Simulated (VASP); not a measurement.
Write the native input for VASP 6.6.1 that does the following.

| Quantity | Value |
| --- | --- |
| Task | relaxation of cell and atoms |
| Functional | PBE |
| Potentials or basis | VASP PAW PBE potentials, release 64 (Sm, Be, B) |
| Cutoff | 600 eV |
| k mesh | 6 × 6 × 4 |
| Occupations | gaussian, width 0.1 eV |
| Spin | no spin polarisation |
| Dipole correction | no |
| Further INCAR settings | ALGO = Normal; EDIFF = 1e-06; IBRION = 2; EDIFFG = -0.04; NSW = 90; ISIF = 3 |

The structure of SmBeB4 lies in POSCAR:

```
SmBeB4
1.0
    3.1425963700      0.0000000000      0.0000000000
   -1.5712981800      2.7215682900      0.0000000000
    0.0000000000      0.0000000000      6.7182204200
Sm Be B
1 1 4
Direct
    0.0000000000      0.0000000000      0.5000000000
    0.0000000000      0.0000000000      0.0000000000
    0.3333333300      0.6666666700      0.7407687300
    0.3333333300      0.6666666700      0.2592312700
    0.6666666700      0.3333333300      0.7407687300
    0.6666666700      0.3333333300      0.2592312700
```

These files were run (other wordings do the same):

INCAR

```
  ALGO = Normal
  EDIFF = 1E-6
  EDIFFG = -0.04
  ENCUT = 600
  GGA = PE
  IBRION = 2
  ISIF = 3
  ISMEAR = 0
  LASPH = T
  LCHARG = F
  LREAL = F
  LWAVE = F
  NELM = 100
  NSW = 90
  PREC = Accurate
  SIGMA = 0.1
```

KPOINTS

```
k-points
0
Gamma
  6 6 4
```

Potentials or basis: VASP PAW PBE potentials, release 64 (Sm, Be, B).

Command:

```sh
$ cat potpaw_PBE.64/Sm/POTCAR potpaw_PBE.64/Be/POTCAR potpaw_PBE.64/B/POTCAR > POTCAR
$ mpirun -np 1 vasp_std > vasp.out
```

Results of the run:

* Relaxed volume: 9.04 Å³/atom
* Relaxed cell: a = 3.044 Å, b = 3.044 Å, c = 6.760 Å, α = 90.00°, β = 90.00°, γ = 120.00°
* Space group after relaxing (to 0.05 Å): P6/mmm (No. 191)
* Energy gained by relaxing: 342.9 meV/atom
* Ionic steps: 9
* Pressure after relaxing: 0.5 GPa
* Largest force after relaxing: 0.026 eV/Å
* Band gap on the k mesh: zero (band 15 reaches 6.67 eV, above the bottom of band 16 at 6.51 eV)

Caveat: the k points lie up to 0.40 Å⁻¹ apart in the final cell; the electronic state changed during the relaxation; spin-orbit coupling is left out, which moves the levels of the heavy elements; without U or exact exchange the open f shell lies at the Fermi level, which spoils levels, moments and volumes.

It took 14 min on 1 thread of Intel(R) Xeon(R) 6975P-C (Granite Rapids), with other jobs on the host, peak memory 0.23 GiB.
